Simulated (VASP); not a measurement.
Wanted: the native input for a VASP 6.6.1 run.

```yaml
Task: relaxation of cell and atoms
Functional: PBE
Potentials_or_basis: VASP PAW PBE potentials, release 64 (Ti_sv, Te)
Cutoff: 600 eV
k_mesh: 4 × 4 × 4
Occupations: gaussian, width 0.1 eV
Spin: no spin polarisation
Dipole_correction: no
Further_INCAR_settings: ALGO = Normal; EDIFF = 1e-06; IBRION = 2; EDIFFG = -0.04; NSW = 90; ISIF = 3
```

The structure of TiTe2 lies in POSCAR:

```
TiTe2
1.0
    4.7530986519      0.0000000000      0.0000000000
    0.0000000000      4.7530986519      0.0000000000
    0.0000000000      0.0000000000      7.2522855432
Ti Te
2 4
Direct
    0.0000000000      0.5000000000      0.7000000000
    0.5000000000      0.0000000000      0.3000000000
    0.0000000000      0.0000000000      0.0000000000
    0.5000000000      0.5000000000      0.0000000000
    0.0000000000      0.5000000000      0.2700000000
    0.5000000000      0.0000000000      0.7300000000
```

These files were run (other wordings do the same):

INCAR

```
SYSTEM = TiTe2
PREC = Accurate
ENCUT = 600
EDIFF = 1E-6
ISMEAR = 0
SIGMA = 0.1
LREAL = .FALSE.
LASPH = .TRUE.
NELM = 100
ALGO = Normal
ISIF = 3
LWAVE = .FALSE.
LCHARG = .FALSE.
GGA = PE
IBRION = 2
NSW = 90
EDIFFG = -0.04
```

KPOINTS

```
Automatic mesh
0
G
  4 4 4
  0 0 0
```

Potentials or basis: VASP PAW PBE potentials, release 64 (Ti_sv, Te).

Command:

```sh
$ cat potpaw_PBE.64/Ti_sv/POTCAR potpaw_PBE.64/Te/POTCAR > POTCAR
$ mpirun -np 1 vasp_std > vasp.out
```

It gave:

| Item | Value |
| --- | --- |
| Relaxed volume | 25.29 Å³/atom |
| Relaxed cell | a = 4.511 Å, b = 4.511 Å, c = 7.455 Å, α = 90.00°, β = 90.00°, γ = 90.00° |
| Space group after relaxing (to 0.05 Å) | P4/nmm (No. 129) |
| Energy gained by relaxing | 661.2 meV/atom |
| Ionic steps | 18 |
| Pressure after relaxing | 0.1 GPa |
| Largest force after relaxing | 0.022 eV/Å |
| Band gap on the k mesh | zero (band 24 reaches 8.15 eV, above the bottom of band 25 at 8.09 eV) |

Caveat: spin-orbit coupling is left out, which moves the levels of the heavy elements.

Wall time 29 min on 1 thread of Intel Xeon 6975P-C, with other jobs on the host, peak memory 0.37 GiB.
